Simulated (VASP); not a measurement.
Wanted: the native input for a VASP 6.6.1 run.

* Task: single point
* Functional: HSE06
* Potentials or basis: VASP PAW PBE potentials, release 64 (Re)
* Cutoff: 520 eV
* k mesh: 8 × 8 × 6
* Occupations: gaussian, width 0.05 eV
* Spin: no spin polarisation
* Dipole correction: no
* Grid for exact exchange (PRECFOCK): Normal
* Further INCAR settings: ALGO = Normal; EDIFF = 1e-06; NBANDS = 14
* Share of exact exchange: 0.25
* Screening parameter: 0.2079 1/Å

Crystal: Re.

```
CELL_PARAMETERS angstrom
2.77013 0.00000 0.00000
-1.38506 2.39900 0.00000
0.00000 0.00000 4.50799
ATOMIC_POSITIONS crystal
Re 0.33333 0.66667 0.75000
Re 0.66667 0.33333 0.25000
```

One way to write it, as run:

POSCAR

```
Re
1.0
    2.7701289105      0.0000000000      0.0000000000
   -1.3850644552      2.3990020082      0.0000000000
    0.0000000000      0.0000000000      4.5079876558
Re
2
Direct
    0.3333333333      0.6666666667      0.7500000000
    0.6666666667      0.3333333333      0.2500000000
```

INCAR.step1

```
SYSTEM = Re
PREC = Accurate
ENCUT = 520
EDIFF = 1E-5
ISMEAR = 0
SIGMA = 0.05
LREAL = .False.
LASPH = .True.
NELM = 100
ALGO = Normal
ISIF = 2
LWAVE = .True.
LCHARG = .False.
NBANDS = 14
GGA = PE
KPAR = 4
```

INCAR.step2

```
SYSTEM = Re
PREC = Accurate
ENCUT = 520
EDIFF = 1E-6
ISMEAR = 0
SIGMA = 0.05
LREAL = .False.
LASPH = .True.
NELM = 100
ALGO = Normal
ISIF = 2
LWAVE = .False.
LCHARG = .False.
GGA = PE
LHFCALC = .True.
HFSCREEN = 0.2079
PRECFOCK = Normal
NBANDS = 14
ISTART = 1
KPAR = 4
```

KPOINTS

```
regular mesh
0
Gamma
  8 8 6
  0 0 0
```

Potentials or basis: VASP PAW PBE potentials, release 64 (Re).

Command:

```console
$ cat potpaw_PBE.64/Re/POTCAR > POTCAR
$ cp INCAR.step1 INCAR
$ mpirun -np 4 vasp_std > vasp.out
$ cp INCAR.step2 INCAR
$ mpirun -np 4 vasp_std > vasp.out
```

It gave:

The pressure is -15.3 GPa and the band gap on the k mesh is zero (bands 7 and 8 overlap by 3.46 eV).

Caveat: the cell stands under tension; the PAW data sets were made with another functional, which shifts forces and pressure a little; spin-orbit coupling is left out, which moves the levels of the heavy elements.

Run time: 35 min on 4 MPI ranks on Intel(R) Xeon(R) Platinum 8488C (Sapphire Rapids), on a shared host, peak memory 0.28 GiB a rank.
